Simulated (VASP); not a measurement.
Wanted: the native input for a VASP 6.6.1 run.

| Quantity | Value |
| --- | --- |
| Task | single point |
| Functional | LDA |
| Potentials or basis | VASP PAW LDA potentials, release 64 (Ti_sv, Al) |
| Cutoff | 520 eV |
| k mesh | 9 × 6 × 6 |
| Occupations | fermi-dirac, width 0.05 eV |
| Spin | no spin polarisation |
| Dipole correction | no |
| Further INCAR settings | ALGO = Normal; EDIFF = 1e-06; NBANDS = 18 |

The structure of TiAl3 lies in POSCAR:

```
TiAl3
1.0
    2.8206181908      0.0000000000      0.0000000000
    0.0000000000      4.6498451741      0.0000000000
    0.0000000000      0.0000000000      4.8678501230
Ti Al
1 3
Direct
    0.0000000000      0.5000000000      0.1659160000
    0.0000000000      0.0000000000      0.8359000000
    0.5000000000      0.0000000000      0.3309120000
    0.5000000000      0.5000000000      0.6672710000
```

These files were run (other wordings do the same):

INCAR

```
PREC = Accurate ; ENCUT = 520
EDIFF = 1E-6 ; ISMEAR = -1
SIGMA = 0.05 ; LREAL = False
LASPH = True ; NELM = 60
ALGO = Normal ; ISIF = 2
LWAVE = False ; LCHARG = False
GGA = CA ; NBANDS = 18
```

KPOINTS

```
Automatic mesh
0
Gamma
  9 6 6
```

Potentials or basis: VASP PAW LDA potentials, release 64 (Ti_sv, Al).

The run is started by

```sh
$ cat potpaw_LDA.64/Ti_sv/POTCAR potpaw_LDA.64/Al/POTCAR > POTCAR
$ mpirun -np 1 vasp_std > vasp.out
```

It gave:

- Pressure: -3.1 GPa
- Largest force: 0.077 eV/Å
- Band gap on the k mesh: zero (an odd number of electrons rules out a gap without spin polarisation)

Caveat: the cell stands under tension.

Run time: 2.1 min on 1 thread of Intel Xeon 8259CL, with other jobs on the host, peak memory 0.21 GiB.
